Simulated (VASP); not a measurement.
A run of VASP 6.6.1 is set up as follows.

INCAR

```
SYSTEM = Al
PREC     = Accurate       ! precision mode
ENCUT    = 520            ! plane-wave cutoff, eV
EDIFF    = 1E-6           ! SCF threshold, eV
ISMEAR   = 0              ! smearing method
SIGMA    = 0.1            ! smearing width, eV
LREAL    = .False.        ! projectors in reciprocal space
LASPH    = .True.         ! aspherical terms in the spheres
NELM     = 100            ! most SCF steps
ALGO     = Fast           ! electronic algorithm
ISIF     = 2              ! what is computed and relaxed
LWAVE    = .False.        ! write WAVECAR
LCHARG   = .False.        ! write CHGCAR
GGA      = PS             ! functional
NBANDS   = 16             ! bands
```

KPOINTS

```
regular mesh
0
Gamma
  18 18 4
  0 0 0
```

POSCAR

```
Al
1.0
    2.8519537545      0.0000000000      0.0000000000
   -1.4259768773      2.4698644019      0.0000000000
    0.0000000000      0.0000000000     11.5303360079
Al
5
Direct
    0.0000000000      0.0000000000      0.0013780386
    0.3333333333      0.6666666667      0.2000000000
    0.6666666667      0.3333333333      0.3986219614
    0.0000000000      0.0000000000      0.5988886919
    0.6666666667      0.3333333333      0.8011113081
```

Potentials or basis: VASP PAW PBE potentials, release 64 (Al).

Launch:

```bash
$ cat potpaw_PBE.64/Al/POTCAR > POTCAR
$ mpirun -np 1 vasp_std > vasp.out
```

Problem. Estimate the band gap on the k mesh.

Solution. Zero (an odd number of electrons rules out a gap without spin polarisation).

Problem. What does it give for the pressure?

Solution. 0.1 GPa.

Caveat: the PAW data sets were made with another functional, which shifts forces and pressure a little.
